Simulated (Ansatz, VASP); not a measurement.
**Mg in VASP and in Ansatz**

```
Mg
1.0
    -1.65180    1.65180    1.65180
     1.65180   -1.65180    1.65180
     1.65180    1.65180   -1.65180
Mg
1
Direct
  0.00000 0.00000 0.00000
```

Alike in both runs: task single point; functional r2SCAN; k mesh 18 × 18 × 18; occupations gaussian, width 0.05 eV; no spin polarisation.

```csv
,VASP,Ansatz
version,VASP 6.6.1,Ansatz 0.2.0
potentials or method,"VASP PAW PBE potentials, release 64 (Mg), cutoff 520 eV","scalar-relativistic, plane waves, PAW"
valence electrons in the cell,2,10
```

Ansatz gave:

* gap on the k mesh at the Fermi level (eV): none
* pressure (GPa): 13.3

Q: What did VASP give for the same quantities?

A: gap on the k mesh at the Fermi level (eV): none; pressure (GPa): 13.0.

VASP's potentials were made for PBE, not for r2SCAN. A gap of «none» marks a metal or a gap that the smearing closes. VASP's potentials hold 2 valence electrons a cell and Ansatz's 10, so a difference there can come from the potentials and not from the codes.
